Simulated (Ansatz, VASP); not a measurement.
# One calculation of La, two programs

The input INCAR:

```
SYSTEM = La
PREC = Accurate ; ENCUT = 520
EDIFF = 1E-7 ; ISMEAR = -1
SIGMA = 0.08 ; LREAL = .False.
LASPH = .True. ; NELM = 80
ALGO = Normal ; ISIF = 2
LWAVE = .False. ; LCHARG = .False.
GGA = PE ; NBANDS = 18
```

The input KPOINTS:

```
Automatic mesh
0
Gamma
  13 13 7
  0 0 0
```

POSCAR

```
La
1.0
    3.4457976168      0.0000000000      0.0000000000
   -1.7228988084      2.9841482725      0.0000000000
    0.0000000000      0.0000000000      5.7168214230
La
2
Direct
    0.3333333333      0.6666666667      0.2500000000
    0.6666666667      0.3333333333      0.7500000000
```

Input for Ansatz:

```yaml
crystal:
  lattice:
    - [3.4457976168, 0.0, 0.0]
    - [-1.7228988084, 2.9841482725, 0.0]
    - [0.0, 0.0, 5.716821423]
  atoms:
    - { symbol: La, position: [0.3333333333, 0.6666666667, 0.25] }
    - { symbol: La, position: [0.6666666667, 0.3333333333, 0.75] }
kpoints:
  mp_grid: { grid: [13, 13, 7] }
scf:
  occupations: { method: fermi_dirac, width: 0.08 }
hamiltonian:
  xc: pbe
  pseudopotentials: { kind: all_electron, lapw: { basis_error: 0.001 } }
output:
  forces: true
  stress: true
  eigenvalues: true
  populations: true
```

Change from the starting cell: volume scaled by 0.78, LAPW.

Alike in both runs: task single point; functional PBE; k mesh 13 × 13 × 7; occupations fermi-dirac, width 0.08 eV; no spin polarisation.

|  | VASP | Ansatz |
| --- | --- | --- |
| version | VASP 6.6.1 | Ansatz 0.2.0 |
| potentials or method | VASP PAW PBE potentials, release 64 (La), cutoff 520 eV | all-electron LAPW, scalar-relativistic |

```csv
,VASP,Ansatz,Ansatz less VASP
pressure (GPa),8.2,8.2,-0.06
```

Ansatz ran all-electron here, and VASP with PAW potentials.

Neither program's run includes spin-orbit coupling.
